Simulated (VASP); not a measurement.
The system is Nb2Sn2S.

```
Nb Sn S
1.0
     4.00325    0.00000    0.00000
    -2.00162    3.46691    0.00000
     0.00000    0.00000    6.99830
Nb Sn S
2 2 1
Direct
  0.33333 0.66667 0.28400
  0.66667 0.33333 0.71600
  0.33333 0.66667 0.62909
  0.66667 0.33333 0.37091
  0.00000 0.00000 0.00000
```

| Property | Result |
| --- | --- |
| Program | VASP 6.6.1 |
| Task | relaxation of cell and atoms |
| Functional | PBE |
| Potentials or basis | VASP PAW PBE potentials, release 64 (Nb_sv, Sn_d, S) |
| Cutoff | 600 eV |
| k mesh | 6 × 6 × 4 |
| Occupations | gaussian, width 0.1 eV |
| Spin | no spin polarisation |

At the start: pressure 52.2 GPa; volume 19.43 Å³/atom.

**Question.** How do energy, volume and symmetry change on relaxing?

**Answer.** Over 29 steps the energy falls by 2236.8 meV/atom and the volume is 21.27 Å³/atom (+9.5 %); space group P-3m1 (No. 164, to 0.05 Å).

The path:
| step | energy change (eV) | largest force (eV/Å) | pressure (GPa) | volume (Å³) |
| --- | --- | --- | --- | --- |
| 1 | 0.0000 | 9.1670 | 52.18 | 97.13 |
| 2 | -0.5542 | 0.6747 | -12.69 | 215.81 |
| 3 | -6.1742 | 1.2470 | -5.57 | 139.69 |
| 4 | -6.2519 | 1.5692 | -3.72 | 135.71 |
| 5 | -6.2696 | 1.8712 | -1.92 | 132.40 |
| 6 | -6.7032 | 2.0080 | -2.19 | 128.32 |
| 7 | -7.9924 | 2.8229 | -2.35 | 116.41 |
| 8 | -9.6025 | 3.2114 | 15.41 | 94.02 |
| 9 | -9.7277 | 2.8712 | 15.52 | 93.91 |
| 10 | -9.9797 | 2.7456 | 16.47 | 93.57 |
| 11 | -9.8721 | 2.5203 | 21.14 | 92.86 |
| 12 | -10.0305 | 2.7902 | 17.88 | 93.31 |
| 13 | -10.2577 | 2.5609 | 14.71 | 95.04 |
| 14 | -10.7375 | 1.9085 | 6.62 | 100.33 |
| 15 | -10.9580 | 1.0430 | -4.58 | 111.50 |
| 16 | -10.9810 | 1.1902 | -2.52 | 108.91 |
| 17 | -10.9812 | 1.2131 | -2.23 | 108.55 |
| 18 | -11.0198 | 1.1218 | -1.94 | 108.24 |
| 19 | -11.1106 | 0.8220 | -0.95 | 107.28 |
| 20 | -11.1379 | 0.6759 | 1.93 | 105.35 |
| 21 | -11.1553 | 0.3878 | 0.60 | 106.16 |
| 22 | -11.1556 | 0.3466 | 0.73 | 106.06 |
| 23 | -11.1661 | 0.2619 | 0.24 | 106.48 |
| 24 | -11.1765 | 0.1017 | -1.17 | 107.74 |
| 25 | -11.1769 | 0.1259 | -0.96 | 107.54 |
| 26 | -11.1824 | 0.1137 | -0.29 | 106.75 |
| 27 | -11.1831 | 0.1084 | 0.07 | 106.34 |
| 28 | -11.1838 | 0.0492 | -0.03 | 106.35 |
| 29 | -11.1840 | 0.0159 | -0.11 | 106.36 |

Final structure:
```
CELL_PARAMETERS angstrom
4.55093 0.00000 0.00000
-2.27546 3.94122 0.00000
0.00000 0.00000 5.92986
ATOMIC_POSITIONS crystal
Nb 0.33333 0.66667 0.09556
Nb 0.66667 0.33333 0.90444
Sn 0.33333 0.66667 0.61863
Sn 0.66667 0.33333 0.38137
S 0.00000 0.00000 0.00000
```
